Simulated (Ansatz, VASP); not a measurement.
BaTe in VASP and in Ansatz

The input INCAR:

```
ALGO = Normal ; EDIFF = 1E-6
EDIFFG = -0.01 ; ENCUT = 600
GGA = PE ; IBRION = 2
ISIF = 3 ; ISMEAR = 0
LASPH = True ; LCHARG = False
LREAL = False ; LWAVE = False
NELM = 60 ; NSW = 100
PREC = Accurate ; SIGMA = 0.02
```

The input KPOINTS:

```
k-points
0
Gamma
  6 6 6
```

File POSCAR:

```
BaTe
1.0
    4.8087295386     -0.0000000029      0.0000000000
   -2.4043647668      4.1644819418      0.0000000000
    0.0000000000      0.0000000000      4.4107795744
Ba Te
1 1
Direct
    0.3333333333      0.6666666667      0.5000000000
    0.6666666667      0.3333333333      0.0000000000
```

Input for Ansatz:

```yaml
crystal:
  lattice:
    - [4.8087295386, -2.9e-09, 0.0]
    - [-2.4043647668, 4.1644819418, 0.0]
    - [0.0, 0.0, 4.4107795744]
  atoms:
    - { symbol: Ba, position: [0.3333333333, 0.6666666667, 0.5] }
    - { symbol: Te, position: [0.6666666667, 0.3333333333, 0.0] }
basis:
  ecutwfc: 420
kpoints:
  mp_grid: { grid: [6, 6, 6] }
hamiltonian:
  xc: pbe
scf:
  occupations: { method: gaussian, width: 0.02 }
output:
  forces: true
  stress: true
  eigenvalues: true
relax:
  adjacent_minimum: "off"
  f_tol: 0.01
  max_steps: 80
  cell: { stress_tol: 0.05 }
```

Alike in both runs: task relaxation of cell and atoms; functional PBE; k mesh 6 × 6 × 6; occupations gaussian, width 0.02 eV; no spin polarisation.

|  | VASP | Ansatz |
| --- | --- | --- |
| version | VASP 6.6.1 | Ansatz 0.2.0 |
| potentials or method | VASP PAW PBE potentials, release 64 (Ba_sv, Te), cutoff 600 eV | scalar-relativistic, plane waves, PAW |
| valence electrons in the cell | 16 | 26 |

VASP gave:

| Property | Result |
| --- | --- |
| gap on the k mesh at the Fermi level, each at its own relaxed structure (eV) | 1.49 |
| relaxed volume (Å³/atom) | 44.65 |
| relaxed length of the cell vector where the two differ most in proportion (Å) | 4.429 |

**Question.** Which values does Ansatz return?

**Answer.** gap on the k mesh at the Fermi level, each at its own relaxed structure (eV): 1.52; relaxed volume (Å³/atom): 44.16; relaxed length of the cell vector where the two differ most in proportion (Å): 4.411.

VASP's potentials hold 16 valence electrons a cell and Ansatz's 26, so a difference there can come from the potentials and not from the codes.

Neither program's run includes spin-orbit coupling.
